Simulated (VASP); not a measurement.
# Ir (Im-3m) in VASP: a series of runs, part 2 of 2

VASP 6.6.1. The steps go on from the part before.

## (4) Single point, PBE, collinear spin, ferromagnetic start

This run uses another cell than the first one, of 15.07 Å³/atom, 1.042 times its volume.

INCAR

```
SYSTEM = Ir
PREC = Accurate
ENCUT = 520
EDIFF = 1E-7
ISMEAR = -1
SIGMA = 0.05
LREAL = .False.
LASPH = .True.
NELM = 150
ALGO = Normal
ISIF = 2
LWAVE = .False.
LCHARG = .True.
ISPIN = 2
MAGMOM = 0.503
LORBIT = 11
LMAXMIX = 4
GGA = PE
LELF = .True.
LVHAR = .True.
NBANDS = 14
```

KPOINTS

```
regular mesh
0
Gamma
  23 23 23
  0 0 0
```

POSCAR

```
Ir
1.0
   -1.5562007129      1.5562007129      1.5562007129
    1.5562007129     -1.5562007129      1.5562007129
    1.5562007129      1.5562007129     -1.5562007129
Ir
1
Direct
    0.0000000000      0.0000000000      0.0000000000
```

Potentials or basis: VASP PAW PBE potentials, release 64 (Ir).

Launch:

```
$ cat potpaw_PBE.64/Ir/POTCAR > POTCAR
$ mpirun -np 1 vasp_std > vasp.out
```

OUTCAR:

```text
SYSTEM = Ir
   PREC = Accurate
   ENCUT = 520
   EDIFF = 1E-7
   ISMEAR = -1
   LREAL = .False.
   LASPH = .True.
   NELM = 150
   ISIF = 2
   ISPIN = 2
   LORBIT = 11
   GGA = PE

 ion  position               nearest neighbor table
   1  0.000  0.000  0.000-

  LATTYP: Found a body centered cubic cell.
 ALAT       =     3.1124014258

  Lattice vectors:

 A1 = (  -1.5562007129,   1.5562007129,   1.5562007129)
 A2 = (   1.5562007129,  -1.5562007129,   1.5562007129)
 A3 = (   1.5562007129,   1.5562007129,  -1.5562007129)

Analysis of symmetry for initial positions (statically):
=====================================================================
 Subroutine PRICEL returns:
 Original cell was already a primitive cell.

 Routine SETGRP: Setting up the symmetry group for a
 body centered cubic supercell.

 Subroutine GETGRP returns: Found 48 space group operations
 (whereof 48 operations were pure point group operations)
 out of a pool of 48 trial point group operations.

The static configuration has the point symmetry O_h .

Analysis of symmetry for dynamics (positions and initial velocities):
=====================================================================
 Subroutine PRICEL returns:
 Original cell was already a primitive cell.

 Routine SETGRP: Setting up the symmetry group for a
 body centered cubic supercell.

 Subroutine GETGRP returns: Found 48 space group operations
 (whereof 48 operations were pure point group operations)
 out of a pool of 48 trial point group operations.

The dynamic configuration has the point symmetry O_h .

Analysis of structural, dynamic, and magnetic symmetry:
=====================================================================
 Subroutine PRICEL returns:
 Original cell was already a primitive cell.

 Routine SETGRP: Setting up the symmetry group for a
 body centered cubic supercell.

 Subroutine GETGRP returns: Found 48 space group operations
 (whereof 48 operations were pure point group operations)
 out of a pool of 48 trial point group operations.

The overall configuration has the point symmetry O_h .

[... 160 lines left out ...]
      7      26.0236      0.00000
      8      26.0236      0.00000
      9      26.0236      0.00000
     10      36.4751      0.00000
     11      36.4751      0.00000
     12      38.0007      0.00000
     13      38.0007      0.00000
     14      38.0007      0.00000
[... 379 lines left out ...]
      3       5.4102      1.00000
      4       6.5150      1.00000
      5       7.8930      1.00000
      6       8.4394      1.00000
      7      26.3809      0.00000
      8      26.8354      0.00000
      9      27.1223      0.00000
     10      31.7861      0.00000
     11      33.8373      0.00000
     12      34.9934      0.00000
     13      39.6310      0.00000
     14      41.4893      0.00000

 [... further k-points ...]

 spin component 2

 k-point     1 :       0.0000    0.0000    0.0000
  band No.  band energies     occupation
      1      -1.0449      1.00000
      2       5.8431      1.00000
      3       5.8431      1.00000
      4       5.8431      1.00000
      5       8.8829      0.99568
      6       8.8829      0.99568
      7      26.0746      0.00000
      8      26.0746      0.00000
      9      26.0746      0.00000
     10      36.5452      0.00000
     11      36.5452      0.00000
     12      38.3414      0.00000
     13      38.3414      0.00000
     14      38.3414      0.00000
[... 379 lines left out ...]
      3       5.6438      1.00000
      4       6.7533      1.00000
      5       8.3906      1.00000
      6       8.9624      0.97917
      7      26.4641      0.00000
      8      26.9171      0.00000
      9      27.1873      0.00000
     10      31.9539      0.00000
     11      34.0430      0.00000
     12      35.1776      0.00000
     13      39.7695      0.00000
     14      41.8304      0.00000

 [... further k-points ...]

------------------------ aborting loop because EDIFF is reached ----------------------------------------

  FORCE on cell =-STRESS in cart. coord.  units (eV):
  Direction    XX          YY          ZZ          XY          YZ          ZX
  --------------------------------------------------------------------------------------
  -------------------------------------------------------------------------------------
  Total        0.0617906      0.0617906      0.0617906      0.0000000      0.0000000     -0.0000000
  in kB        6.5671417      6.5671417      6.5671417      0.0000000      0.0000000     -0.0000000
  external PRESSURE =       6.5671417 kB  Pullay stress =       0.0000000 kB

 VOLUME and BASIS-vectors are now :
 -----------------------------------------------------------------------------
  energy-cutoff  :      520.00
  volume of cell :       15.07
      direct lattice vectors                 reciprocal lattice vectors
    -1.556200713  1.556200713  1.556200713     0.000000000  0.321295316  0.321295316
     1.556200713 -1.556200713  1.556200713     0.321295316  0.000000000  0.321295316
     1.556200713  1.556200713 -1.556200713     0.321295316  0.321295316  0.000000000

 POSITION                                       TOTAL-FORCE (eV/Angst)
 -----------------------------------------------------------------------------------
      0.00000      0.00000      0.00000         0.000000      0.000000      0.000000
 -----------------------------------------------------------------------------------
    total drift:                                0.000000     -0.000000      0.000000

  FREE ENERGIE OF THE ION-ELECTRON SYSTEM (eV)
  ---------------------------------------------------
  free  energy   TOTEN  =        -8.2347693911 eV

  energy  without entropy=       -8.2209574185  energy(sigma->0) =       -8.22786340

 total charge

# of ion       s       p       d       tot
------------------------------------------
    1        0.635   0.620   6.964   8.218

 magnetization (x)

# of ion       s       p       d       tot
------------------------------------------
    1        0.006  -0.005   0.511   0.511
```

stdout:

```text
POSCAR found type information on POSCAR Ir
 POSCAR found :  1 types and       1 ions
 scaLAPACK will be used
 LDA part: xc-table for (Slater+PW92), standard interpolation
 POSCAR, INCAR and KPOINTS ok, starting setup
 FFT: planning ... GRIDC
 FFT: planning ... GRID_SOFT
 FFT: planning ... GRID
 WAVECAR not read
 entering main loop
```

Run time: 57 s. Hardware: 1 thread of Intel Xeon 6975P-C (Granite Rapids), shared host; peak memory 0.22 GiB.

What came out:

```yaml
Free_energy: -8.2348 eV
Pressure: 0.7 GPa
Net_moment: 0.51 μB per cell
Site_moments: Ir +0.51 μB
Valence_electrons_inside_the_program's_atomic_spheres: Ir 8.22
```

Levels at points of the mesh, in eV from the Fermi level:
Spin up:
| k point | band 3 | band 4 | band 5 | band 6 | band 7 | band 8 |
| --- | --- | --- | --- | --- | --- | --- |
| (0.00, 0.00, 0.00) | -3.55 | -3.55 | -0.80 | -0.80 | 16.87 | 16.87 |
Spin down:
```
           k point  band 2  band 3  band 4  band 5  band 6  band 7
(0.00, 0.00, 0.00)   -3.31   -3.31   -3.31   -0.27   -0.27   16.92
```

Caveat: spin-orbit coupling is left out, which moves the levels of the heavy elements.

## (5) Single point, PBE (volume scaled by 0.88)

INCAR

```
PREC = Accurate
ENCUT = 520
EDIFF = 1E-6
ISMEAR = -1
SIGMA = 0.1
LREAL = F
LASPH = T
NELM = 80
ALGO = Normal
ISIF = 2
LWAVE = F
LCHARG = F
GGA = PE
NBANDS = 10
```

KPOINTS

```
regular mesh
0
Gamma
  16 16 16
```

POSCAR

```
Ir
1.0
   -1.4908680246      1.4908680246      1.4908680246
    1.4908680246     -1.4908680246      1.4908680246
    1.4908680246      1.4908680246     -1.4908680246
Ir
1
Direct
    0.0000000000      0.0000000000      0.0000000000
```

Launch:

```
$ cat potpaw_PBE.64/Ir/POTCAR > POTCAR
$ mpirun -np 1 vasp_std > vasp.out
```

It took 6.6 s on 1 thread of Intel Xeon 6975P-C (Granite Rapids), shared host; peak memory 0.14 GiB.

It converged, with:

| Property | Result |
| --- | --- |
| Free energy | -7.9772 eV |
| Pressure | 55.3 GPa |

Levels at points of the mesh, in eV from the Fermi level:
```
           k point  band 1  band 2  band 3  band 4  band 5  band 6  band 7  band 8  band 9
(0.00, 0.00, 0.00)  -11.55   -4.11   -4.11   -4.11   -0.65   -0.65   16.95   16.95   16.95
(0.50, 0.00, 0.00)   -8.46   -6.21   -0.81   -0.22   -0.03    2.66    9.11   13.09   17.98
(0.50, 0.50, 0.50)   -8.10   -8.10    1.82    1.82    1.82    8.32    8.32    8.32   16.36
```

Caveat: the cell differs from its parent crystal (volume scaled by 0.88); spin-orbit coupling is left out, which moves the levels of the heavy elements.

## (6) Single point, PBE (volume scaled by 1.04)

INCAR

```
  ALGO = Normal
  EDIFF = 1E-6
  ENCUT = 520
  GGA = PE
  ISIF = 2
  ISMEAR = -1
  LASPH = T
  LCHARG = F
  LREAL = F
  LWAVE = F
  NBANDS = 10
  NELM = 60
  PREC = Accurate
  SIGMA = 0.1
```

KPOINTS

```
k-points
0
Gamma
  16 16 16
```

POSCAR

```
Ir
1.0
   -1.5762414942      1.5762414942      1.5762414942
    1.5762414942     -1.5762414942      1.5762414942
    1.5762414942      1.5762414942     -1.5762414942
Ir
1
Direct
    0.0000000000      0.0000000000      0.0000000000
```

Potentials or basis: VASP PAW PBE potentials, release 64 (Ir).

Launch:

```
$ cat potpaw_PBE.64/Ir/POTCAR > POTCAR
$ mpirun -np 1 vasp_std > vasp.out
```

It took 7 s on 1 thread of Intel Xeon 6975P-C (Granite Rapids), shared host; peak memory 0.14 GiB.

The run converged. Its results:

```yaml
Free_energy: -8.2366 eV
Pressure: -10.4 GPa
```

Levels at points of the mesh, in eV from the Fermi level:
```
           k point  band 2  band 3  band 4  band 5  band 6  band 7
(0.00, 0.00, 0.00)   -3.19   -3.19   -3.19   -0.45   -0.45   16.91
(0.50, 0.00, 0.00)   -4.82   -0.63   -0.04    0.09    1.99    7.20
(0.50, 0.50, 0.50)   -6.24    1.37    1.37    1.37    7.67    7.67
```

Caveat: the cell differs from its parent crystal (volume scaled by 1.04); spin-orbit coupling is left out, which moves the levels of the heavy elements.

## (7) Overview

| spin | cell | k mesh | smearing | gap on the mesh (eV) | pressure (GPa) | moment (μB) |
| --- | --- | --- | --- | --- | --- | --- |
| collinear, ferromagnetic start | a = 2.659 Å, angles 109.5°, 1 atom | 23 × 23 × 23 | fermi-dirac 0.05 eV | none | 14.6 | 0.46 |
| collinear, ferromagnetic start | a = 2.695 Å, angles 109.5°, 1 atom | 23 × 23 × 23 | fermi-dirac 0.05 eV | none | 0.7 | 0.51 |
| off | a = 2.582 Å, angles 109.5°, 1 atom | 16 × 16 × 16 | fermi-dirac 0.1 eV | none | 55.3 | - |
| off | a = 2.730 Å, angles 109.5°, 1 atom | 16 × 16 × 16 | fermi-dirac 0.1 eV | none | -10.4 | - |

Alike in all rows: task single point; level PBE; potentials or basis VASP PAW PBE potentials, release 64 (Ir); cutoff (eV) 520.

Caveats: spin-orbit coupling is left out, which moves the levels of the heavy elements.

Absolute energies hang on the potentials; compare differences alone.
